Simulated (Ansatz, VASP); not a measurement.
C in VASP and in Ansatz

INCAR

```
SYSTEM = C
PREC     = Accurate       ! precision mode
ENCUT    = 520            ! plane-wave cutoff, eV
EDIFF    = 1E-6           ! SCF threshold, eV
ISMEAR   = 0              ! smearing method
SIGMA    = 0.02           ! smearing width, eV
LREAL    = .FALSE.        ! projectors in reciprocal space
LASPH    = .TRUE.         ! aspherical terms in the spheres
NELM     = 60             ! most SCF steps
ALGO     = Normal         ! electronic algorithm
ISIF     = 2              ! what is computed and relaxed
LWAVE    = .FALSE.        ! write WAVECAR
LCHARG   = .FALSE.        ! write CHGCAR
GGA      = PE             ! functional
NBANDS   = 11             ! bands
```

Contents of KPOINTS:

```
Automatic mesh
0
G
  12 12 12
  0 0 0
```

POSCAR

```
C
1.0
    0.0074724460      1.7102270980      1.7814917620
    1.7499255820      0.0035132980      1.7854509100
    1.7962048120      1.7604654760     -0.0427659320
C
2
Direct
    0.4523073904      0.4718150723      0.5142004037
    0.7976926096      0.7781849277      0.7357995963
```

Input for Ansatz:

```yaml
crystal:
  lattice:
    - [0.007472446, 1.710227098, 1.781491762]
    - [1.749925582, 0.003513298, 1.78545091]
    - [1.796204812, 1.760465476, -0.042765932]
  atoms:
    - { symbol: C, position: [0.4523073904, 0.4718150723, 0.5142004037] }
    - { symbol: C, position: [0.7976926096, 0.7781849277, 0.7357995963] }
basis:
  ecutwfc: 420
kpoints:
  mp_grid: { grid: [12, 12, 12] }
hamiltonian:
  xc: pbe
scf:
  occupations: { method: gaussian, width: 0.02 }
output:
  forces: true
  stress: true
  eigenvalues: true
```

Change from the starting cell: all atoms moved at random, cell strained at random.

Alike in both runs: task single point; functional PBE; k mesh 12 × 12 × 12; occupations gaussian, width 0.02 eV; no spin polarisation.

|  | VASP | Ansatz |
| --- | --- | --- |
| version | VASP 6.6.1 | Ansatz 0.2.0 |
| potentials or method | VASP PAW PBE potentials, release 64 (C), cutoff 520 eV | scalar-relativistic, plane waves, PAW |
| valence electrons in the cell | 8 | 8 |

|  | VASP | Ansatz | Ansatz less VASP |
| --- | --- | --- | --- |
| gap on the k mesh at the Fermi level (eV) | 0.07 | 0.08 | +0.009 |
| least direct gap on the mesh (eV) | 0.43 | 0.43 | -0.002 |
| pressure (GPa) | 48.8 | 48.3 | -0.57 |
| traceless stress, the component that is largest in VASP (GPa) | 32.72 | 32.72 | 0.000 |
| rms of the force components (eV/Å) | 5.161 | 5.148 | -0.0133 |

Atom by atom the forces differ by 0.014 eV/Å (rms over components). Both programs put the cell under a high pressure, so it lies far from rest at this level.
